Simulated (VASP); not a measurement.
Write the native input for VASP 6.6.1 that does the following.

```yaml
Task: single point
Functional: PBE
Potentials_or_basis: VASP PAW PBE potentials, release 64 (B, Pb_d, O)
Cutoff: 520 eV
k_mesh: 6 × 6 × 2
Occupations: gaussian, width 0.1 eV
Spin: no spin polarisation
Dipole_correction: no
Further_INCAR_settings: ALGO = Fast; EDIFF = 1e-06; NBANDS = 28
```

The structure of B2Pb2O lies in POSCAR:

```
B2Pb2O
1.0
    3.0701746876      0.0000000000      0.0000000000
    0.0000000000      3.0701746876      0.0000000000
    0.0000000000      0.0000000000      8.1472239928
B Pb O
2 2 1
Direct
    0.5000000000      0.0000000000      0.5000000000
    0.0000000000      0.5000000000      0.5000000000
    0.5000000000      0.5000000000      0.7986085114
    0.5000000000      0.5000000000      0.2013914886
    0.0000000000      0.0000000000      0.0000000000
```

The cell was generated, and may not be a known phase.

These files were run (other wordings do the same):

INCAR

```
ALGO     = Fast           # electronic algorithm
EDIFF    = 1E-6           # SCF threshold, eV
ENCUT    = 520            # plane-wave cutoff, eV
GGA      = PE             # functional
ISIF     = 2              # what is computed and relaxed
ISMEAR   = 0              # smearing method
LASPH    = T              # aspherical terms in the spheres
LCHARG   = F              # write CHGCAR
LREAL    = F              # projectors in reciprocal space
LWAVE    = F              # write WAVECAR
NBANDS   = 28             # bands
NELM     = 100            # most SCF steps
PREC     = Accurate       # precision mode
SIGMA    = 0.1            # smearing width, eV
```

KPOINTS

```
k-points
0
Gamma
  6 6 2
```

Potentials or basis: VASP PAW PBE potentials, release 64 (B, Pb_d, O).

Run with:

```console
$ cat potpaw_PBE.64/B/POTCAR potpaw_PBE.64/Pb_d/POTCAR potpaw_PBE.64/O/POTCAR > POTCAR
$ mpirun -np 1 vasp_std > vasp.out
```

It gave:

The pressure is -0.2 GPa. The band gap on the k mesh is zero (bands 20 and 21 overlap by 2.78 eV).

Caveat: the k points lie up to 0.39 Å⁻¹ apart, too coarse for converged energies and pressures of a metal; spin-orbit coupling is left out, which moves the levels of the heavy elements.

Run time: 47 s on 1 thread of Oxide Virtual Turin-like Processor (shared host), peak memory 0.16 GiB.
